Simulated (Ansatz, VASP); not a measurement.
C: VASP beside Ansatz

INCAR

```
SYSTEM = C
ALGO = Normal
EDIFF = 1E-6
ENCUT = 600
GGA = PS
GGA_COMPAT = .FALSE.
ISIF = 2
ISMEAR = 0
LASPH = .TRUE.
LCHARG = .FALSE.
LREAL = .FALSE.
LWAVE = .FALSE.
NBANDS = 11
NELM = 120
PREC = Accurate
SIGMA = 0.01
```

File KPOINTS:

```
k-points
0
G
  9 9 9
  0 0 0
```

Contents of POSCAR:

```
C
1.0
    0.0000000000      1.8126107709      1.8126107709
    1.8126107709      0.0000000000      1.8126107709
    1.8126107709      1.8126107709      0.0000000000
C
2
Direct
    0.0000000000      0.0000000000      0.0000000000
    0.2500000000      0.2500000000      0.2500000000
```

Input for Ansatz:

```yaml
crystal:
  lattice:
    - [0.0, 1.8126107708529051, 1.8126107708529051]
    - [1.8126107708529051, 0.0, 1.8126107708529051]
    - [1.8126107708529051, 1.8126107708529051, 0.0]
  atoms:
    - { symbol: C, position: [0.0, 0.0, 0.0] }
    - { symbol: C, position: [0.25, 0.25, 0.25] }
basis:
  ecutwfc: 550.0
kpoints:
  mp_grid:
    grid: [9, 9, 9]
hamiltonian:
  xc: pbesol
scf:
  occupations:
    method: fixed
output:
  stress: true
```

Alike in both runs: task single point; functional PBEsol; k mesh 9 × 9 × 9; no spin polarisation.

```csv
,VASP,Ansatz
version,VASP 6.6.1,Ansatz 0.2.0
potentials or method,"VASP PAW PBE potentials, release 64 (C), cutoff 600 eV","plane waves, PAW"
occupations,"gaussian, width 0.01 eV",fixed
valence electrons in the cell,8,8
```

Ansatz gave:

* pressure (GPa): -24.1

**Question.** Which values does VASP return?

**Answer.** Pressure (GPa): -23.8.

VASP's potentials were made for PBE, not for PBEsol.
